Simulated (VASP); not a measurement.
# LiCl (P6_3mc) in VASP: vibrations by perturbation theory with LDA

Aim: the vibrations by perturbation theory of LiCl with LDA.

All numbers are computed with VASP 6.6.1; they aren't measurements. Logs are shortened: lines on timing, memory, paths and dates and some standing lists are left out, and cuts for length are marked.

### 1 The cell of the first run

Symmetry: P6_3mc, No. 186, hexagonal system. The conventional cell has a = 3.925 Å, b = 3.925 Å, c = 6.357 Å, α = 90.00°, β = 90.00°, γ = 120.00°. Within 3.2 Å of Li (site symmetry 3m) lie 4 Cl at 2.40 Å. Cl (site symmetry 3m) has 4 Li at 2.40 Å within 3.2 Å.

### 2 Vibrations by perturbation theory, LDA

INCAR

```
SYSTEM = LiCl
  PREC = Accurate
  ENCUT = 520
  EDIFF = 1E-8
  ISMEAR = 0
  SIGMA = 0.01
  LREAL = .FALSE.
  LASPH = .TRUE.
  NELM = 80
  ALGO = Normal
  ISIF = 2
  LWAVE = .FALSE.
  LCHARG = .FALSE.
  NBANDS = 18
  IBRION = 8
  NSW = 1
```

KPOINTS

```
Automatic mesh
0
G
  6 6 4
  0 0 0
```

POSCAR

```
LiCl
1.0
    3.9248822100      0.0000000000      0.0000000000
   -1.9624411000      3.3990477000      0.0000000000
    0.0000000000      0.0000000000      6.3571610000
Li Cl
2 2
Direct
    0.6666666686      0.3333333304      0.8760170004
    0.3333333289      0.6666666696      0.3760170004
    0.6666666686      0.3333333304      0.4989839993
    0.3333333289      0.6666666696      0.9989839993
```

Potentials or basis: VASP PAW LDA potentials, release 64 (Li_sv, Cl).

Run with:

```bash
> cat potpaw_LDA.64/Li_sv/POTCAR potpaw_LDA.64/Cl/POTCAR > POTCAR
> mpirun -np 1 vasp_std > vasp.out
```

OUTCAR:

```text
SYSTEM = LiCl
   PREC = Accurate
   ENCUT = 520
   EDIFF = 1E-8
   ISMEAR = 0
   LREAL = .FALSE.
   LASPH = .TRUE.
   NELM = 80
   ISIF = 2
   IBRION = 8
   NSW = 1

 ion  position               nearest neighbor table
   1  0.667  0.333  0.876-   3 2.40   4 2.40   4 2.40   4 2.40
   2  0.333  0.667  0.376-   4 2.40   3 2.40   3 2.40   3 2.40
   3  0.667  0.333  0.499-   1 2.40   2 2.40   2 2.40   2 2.40
   4  0.333  0.667  0.999-   2 2.40   1 2.40   1 2.40   1 2.40

  LATTYP: Found a hexagonal cell.
 ALAT       =     3.9248822100
 C/A-ratio  =     1.6197074612

  Lattice vectors:

 A1 = (   3.9248822100,   0.0000000000,   0.0000000000)
 A2 = (  -1.9624411000,   3.3990477000,   0.0000000000)
 A3 = (   0.0000000000,   0.0000000000,   6.3571610000)

Analysis of symmetry for initial positions (statically):
=====================================================================
 Subroutine PRICEL returns:
 Original cell was already a primitive cell.

 Routine SETGRP: Setting up the symmetry group for a
 hexagonal supercell.

 Subroutine GETGRP returns: Found 12 space group operations
 (whereof  6 operations were pure point group operations)
 out of a pool of 24 trial point group operations.

The static configuration has the point symmetry C_3v.
 The point group associated with its full space group is C_6v.

Analysis of symmetry for dynamics (positions and initial velocities):
=====================================================================
 Subroutine PRICEL returns:
 Original cell was already a primitive cell.

 Routine SETGRP: Setting up the symmetry group for a
 hexagonal supercell.

 Subroutine GETGRP returns: Found 12 space group operations
 (whereof  6 operations were pure point group operations)
 out of a pool of 24 trial point group operations.

The dynamic configuration has the point symmetry C_3v.
[... 630 lines left out ...]

  energy  without entropy=      -15.9660118695  energy(sigma->0) =      -15.96601187

[... ionic steps 2 to 9 ...]

--------------------------------------- Ionic step       10  -------------------------------------------

------------------------ aborting loop because EDIFF is reached ----------------------------------------

[... ionic steps 11 to 11 ...]

--------------------------------------- Ionic step       12  -------------------------------------------

 Free energy of the ion-electron system (eV)
  ---------------------------------------------------
  ---------------------------------------------------
  free energy    TOTEN  =        -0.21267639 eV

  energy without entropy =       -0.21267639

------------------------ aborting loop because EDIFF is reached ----------------------------------------

 INTERNAL STRAIN TENSOR  FOR ION    3  DIRECTION 3   (eV/Angst):
 -----------------------------------------------------------------------------
    -0.95033 -0.00000 -0.00000
    -0.00000 -0.95033  0.00000
     0.00000 -0.00000  1.97647

 INTERNAL STRAIN TENSOR FOR ION    4 for displacements in x,y,z  (eV/Angst):
          X           Y           Z          XY          YZ          ZX
  --------------------------------------------------------------------------------
  x    -0.00000     0.00000    -0.00000    -1.59328    -0.00000    -0.89788
  y    -1.59328     1.59328    -0.00000     0.00000    -1.01324    -0.00000
  z    -0.95033    -0.95033     1.97647    -0.00000     0.00000     0.00000

 SECOND DERIVATIVES (NOT SYMMETRIZED)
 ------------------------------------
               1X          1Y          1Z          2X          2Y          2Z          3X          3Y          3Z          4X          4Y          4Z
  1X    -1.812837   -0.000000    0.000000    0.031053    0.000000   -0.000000    0.193385    0.000000    0.000000    1.588398    0.000000    0.000000
  1Y    -0.000000   -1.812837    0.000000    0.000000    0.031053    0.000000    0.000000    0.193385    0.000000    0.000000    1.588398   -0.000000
  1Z     0.000000   -0.000000   -2.389379    0.000000    0.000000    0.729088   -0.000000    0.000000    0.836009    0.000000    0.000000    0.824282
  2X     0.031053    0.000000   -0.000000   -1.812837   -0.000000   -0.000000    1.588398    0.000000    0.000000    0.193385    0.000000    0.000000
  2Y     0.000000    0.031053    0.000000   -0.000000   -1.812837   -0.000000    0.000000    1.588398    0.000000    0.000000    0.193385   -0.000000
  2Z     0.000000    0.000000    0.729088    0.000000    0.000000   -2.389379    0.000000   -0.000000    0.824282   -0.000000   -0.000000    0.836009
  3X     0.152088    0.000000    0.000000    1.640440    0.000000   -0.000000   -1.914016   -0.000000    0.000000    0.121488    0.000000    0.000000
  3Y     0.000000    0.152088    0.000000    0.000000    1.640440   -0.000000   -0.000000   -1.914016   -0.000000    0.000000    0.121488   -0.000000
  3Z    -0.000000    0.000000    0.873946    0.000000    0.000000    0.806571    0.000000    0.000000   -2.702084    0.000000   -0.000000    1.021568
  4X     1.640440    0.000000   -0.000000    0.152088    0.000000   -0.000000    0.121488    0.000000   -0.000000   -1.914016   -0.000000   -0.000000
  4Y     0.000000    1.640440    0.000000    0.000000    0.152088   -0.000000    0.000000    0.121488    0.000000   -0.000000   -1.914016    0.000000
  4Z     0.000000   -0.000000    0.806571    0.000000   -0.000000    0.873946    0.000000    0.000000    1.021568   -0.000000   -0.000000   -2.702084

 Eigenvectors and eigenvalues of the dynamical matrix
 ----------------------------------------------------

   1 f  =   10.427286 THz    65.516572 2PiTHz  347.816833 cm-1    43.123772 meV
             X         Y         Z           dx          dy          dz
      1.962441  1.133016  5.568981     0.000000   -0.000000    0.707088
     -0.000000  2.266032  2.390401     0.000000    0.000000   -0.707088
      1.962441  1.133016  3.172122    -0.000000    0.000000   -0.005220
     -0.000000  2.266032  6.350702    -0.000000    0.000000    0.005220
[... 71 lines left out ...]
  12 f/i=    0.018810 THz     0.118185 2PiTHz    0.627426 cm-1     0.077791 meV
             X         Y         Z           dx          dy          dz
      1.962441  1.133016  5.568981    -0.000000    0.000000    0.288759
     -0.000000  2.266032  2.390401    -0.000000    0.000000    0.288759
      1.962441  1.133016  3.172122    -0.000000    0.000000    0.645460
     -0.000000  2.266032  6.350702    -0.000000    0.000000    0.645460

--------------------------------------------------------------------------------------------------------

 ELASTIC MODULI CONTR FROM IONIC RELAXATION (kBar)
 Direction    XX          YY          ZZ          XY          YZ          ZX
 --------------------------------------------------------------------------------
 XX         -70.4285     29.3588     43.2155     -0.0000      0.0000     -0.0000
 YY          29.3588    -70.4285     43.2155     -0.0000     -0.0000      0.0000
 ZZ          43.2155     43.2155    -90.9468      0.0000     -0.0000     -0.0000
 XY          -0.0000     -0.0000      0.0000    -49.8937     -0.0000     -0.0000
 YZ           0.0000     -0.0000     -0.0000     -0.0000    -21.6213     -0.0000
 ZX          -0.0000      0.0000     -0.0000     -0.0000     -0.0000    -19.2492
 --------------------------------------------------------------------------------
```

Wall time 15 min (1 thread of Intel Xeon Platinum 8488C (Sapphire Rapids), shared host); peak memory 0.39 GiB.

What came out:

| Property | Result |
| --- | --- |
| Highest phonon frequency at Γ, LO-TO splitting left out | 348 cm⁻¹ |

Phonon frequencies in cm⁻¹ (negative: imaginary):
| q point | frequencies |
| --- | --- |
| (0.000, 0.000, 0.000) | -1 0 0 78 78 169 278 285 285 288 288 348 |

Caveat: the cell wasn't relaxed at this level first, which shifts response properties.
